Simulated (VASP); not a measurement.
Write the native input for VASP 6.6.1 that does the following.

| Quantity | Value |
| --- | --- |
| Task | relaxation of cell and atoms |
| Functional | PBE |
| Potentials or basis | VASP PAW PBE potentials, release 64 (In_d, B, As) |
| Cutoff | 600 eV |
| k mesh | 6 × 6 × 2 |
| Occupations | gaussian, width 0.1 eV |
| Spin | no spin polarisation |
| Dipole correction | no |
| Further INCAR settings | ALGO = Normal; EDIFF = 1e-06; IBRION = 2; EDIFFG = -0.04; NSW = 90; ISIF = 3 |

The structure of InB2As3 lies in POSCAR:

```
InB2As3
1.0
    3.4078733640      0.0000000000      0.0000000000
    0.0000000000      3.4078733640      0.0000000000
    0.0000000000      0.0000000000      8.7764373625
In B As
1 2 3
Direct
    0.0000000000      0.0000000000      0.5000000000
    0.5000000000      0.5000000000      0.4089773979
    0.5000000000      0.5000000000      0.5910226021
    0.0000000000      0.0000000000      0.8217283736
    0.0000000000      0.0000000000      0.1782716264
    0.5000000000      0.5000000000      0.0000000000
```

These files were run (other wordings do the same):

INCAR

```
SYSTEM = InB2As3
  PREC = Accurate
  ENCUT = 600
  EDIFF = 1E-6
  ISMEAR = 0
  SIGMA = 0.1
  LREAL = .FALSE.
  LASPH = .TRUE.
  NELM = 100
  ALGO = Normal
  ISIF = 3
  LWAVE = .FALSE.
  LCHARG = .FALSE.
  GGA = PE
  IBRION = 2
  NSW = 90
  EDIFFG = -0.04
```

KPOINTS

```
regular mesh
0
G
  6 6 2
  0 0 0
```

Potentials or basis: VASP PAW PBE potentials, release 64 (In_d, B, As).

The run is started by

```console
$ cat potpaw_PBE.64/In_d/POTCAR potpaw_PBE.64/B/POTCAR potpaw_PBE.64/As/POTCAR > POTCAR
$ mpirun -np 1 vasp_std > vasp.out
```

It gave:

```json
{
  "Relaxed volume": "17.11 Å³/atom",
  "Relaxed cell": "a = 3.493 Å, b = 3.493 Å, c = 8.413 Å, α = 90.00°, β = 90.00°, γ = 90.00°",
  "Space group after relaxing (to 0.05 Å)": "P4/mmm (No. 123)",
  "Energy gained by relaxing": "9.1 meV/atom",
  "Ionic steps": "14",
  "Pressure after relaxing": "0.1 GPa",
  "Largest force after relaxing": "0.025 eV/Å",
  "Band gap on the k mesh": "zero (band 17 reaches 6.93 eV, above the bottom of band 18 at 4.21 eV)"
}
```

Caveat: spin-orbit coupling is left out, which moves the levels of the heavy elements.

It took 2.9 min on 1 thread of Intel(R) Xeon(R) 6975P-C (Granite Rapids), with other jobs on the host, peak memory 0.26 GiB.
